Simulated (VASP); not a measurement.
A run of VASP 6.6.1:

POSCAR

```
HF
1.0
    6.6883740000      0.0000000000      0.0000000000
    0.0000000000      6.6883740000      0.0000000000
    0.0000000000      0.0000000000      6.6883740000
F H
8 8
Direct
    0.1476592069      0.2005121125      0.7149420771
    0.7779768296      0.1261741643      0.8964959196
   -0.0010316409      0.7164820628      0.3475583154
    0.7929131953      0.6625078083      0.6479003716
    0.1009662438      0.9582000050      1.0659242441
    0.5053395638      0.3104491465      0.5501935149
    0.5005700937      0.8960623314      0.7351861603
    0.7315230877      0.2804119506      0.2459641162
    0.2631132769      0.2376661353      0.6423982869
    0.6685182378      0.0704954597      0.8259556060
    0.0189433187      0.8191527567      0.2538584116
    0.8711683886      0.7020689932      0.5375596520
    0.0829947608      1.0366346140      0.9480181581
    0.5951820278      0.3012391353      0.4445325575
    0.6037192298      0.8084177111      0.7036538328
    0.7174090444      0.2219672524      0.1194610230
```

Contents of INCAR.step1:

```
SYSTEM = HF
PREC = Accurate
ENCUT = 1110
ISMEAR = -1
SIGMA = 0.02
LREAL = Auto
LASPH = .True.
NELM = 120
NBANDS = 46
GGA = PE
ALGO = Normal
EDIFF = 1E-5
LWAVE = .True.
LCHARG = .False.
GGA_COMPAT = .False.
```

Contents of INCAR.step2:

```
SYSTEM = HF
PREC = Accurate
ENCUT = 1110
EDIFF = 1E-6
ISMEAR = -1
SIGMA = 0.02
LREAL = Auto
LASPH = .True.
NELM = 120
ALGO = Normal
ISIF = 2
LWAVE = .False.
LCHARG = .True.
METAGGA = R2SCAN
LMIXTAU = .True.
IVDW = 12
VDW_S6 = 1.0
VDW_S8 = 0.78981345
VDW_A1 = 0.49484001
VDW_A2 = 5.73083694
LELF = .True.
LVHAR = .True.
NBANDS = 46
ISTART = 1
GGA_COMPAT = .False.
```

File KPOINTS:

```
Automatic mesh
0
Gamma
  1 1 1
  0 0 0
```

Potentials or basis: VASP PAW PBE potentials, release 64 (F_h, H_h).

Run with:

```bash
$ cat potpaw_PBE.64/F_h/POTCAR potpaw_PBE.64/H_h/POTCAR > POTCAR
$ cp INCAR.step1 INCAR
$ mpirun -np 1 vasp_gam > vasp.out
$ cp INCAR.step2 INCAR
$ mpirun -np 1 vasp_gam > vasp.out
```

Hardware: 1 thread of Intel(R) Xeon(R) 6975P-C (Granite Rapids), on a shared host.

Q: Estimate the wall time of this run.

A: Run time: 2.9 min on 1 thread of Intel(R) Xeon(R) 6975P-C (Granite Rapids) (shared host), peak memory 1.1 GiB. Counts: k points 1.
